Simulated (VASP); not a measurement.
TlCr2:

```
CELL_PARAMETERS angstrom
0.00000 3.75615 3.75615
3.75615 0.00000 3.75615
3.75615 3.75615 0.00000
ATOMIC_POSITIONS crystal
Cr 0.62500 0.62500 0.62500
Cr 0.12500 0.62500 0.62500
Cr 0.62500 0.62500 0.12500
Cr 0.62500 0.12500 0.62500
Tl 0.00000 0.00000 0.00000
Tl 0.25000 0.25000 0.25000
```

- Program: VASP 6.6.1
- Task: relaxation of cell and atoms
- Functional: PBE
- Potentials or basis: VASP PAW PBE potentials, release 64 (Cr_pv, Tl_d)
- Cutoff: 600 eV
- k mesh: 4 × 4 × 4
- Occupations: gaussian, width 0.1 eV
- Spin: collinear spin, ferromagnetic start
- Starting moments: [0.25, 0.25, 0.25, 0.25, 0.0, 0.0] μB

At the start: pressure -14.6 GPa; volume 17.66 Å³/atom.

Problem. How do energy, volume and symmetry change on relaxing?

Solution. Over 3 steps the energy falls by 114.9 meV/atom and the volume is 15.47 Å³/atom (-12.4 %); space group Fd-3m (No. 227, to 0.1 Å) before and after; moment 0.00 μB per cell.

Step by step:
| step | energy change (eV) | largest force (eV/Å) | pressure (GPa) | volume (Å³) |
| --- | --- | --- | --- | --- |
| 1 | 0.0000 | 0.0000 | -14.56 | 105.99 |
| 2 | -0.1515 | 0.0000 | 20.44 | 83.22 |
| 3 | -0.6895 | 0.0000 | -0.37 | 92.81 |

Final structure:
```xyz
6
Lattice="0.0000 3.5935 3.5935 3.5935 0.0000 3.5935 3.5935 3.5935 0.0000" Properties=species:S:1:pos:R:3 pbc="T T T"
Cr    4.4918    4.4918    4.4918
Cr    4.4918    2.6951    2.6951
Cr    2.6951    2.6951    4.4918
Cr    2.6951    4.4918    2.6951
Tl    0.0000    0.0000    0.0000
Tl    1.7967    1.7967    1.7967
```

Caveat: the k points lie up to 0.38 Å⁻¹ apart in the final cell, too coarse for converged energies and pressures of a metal.
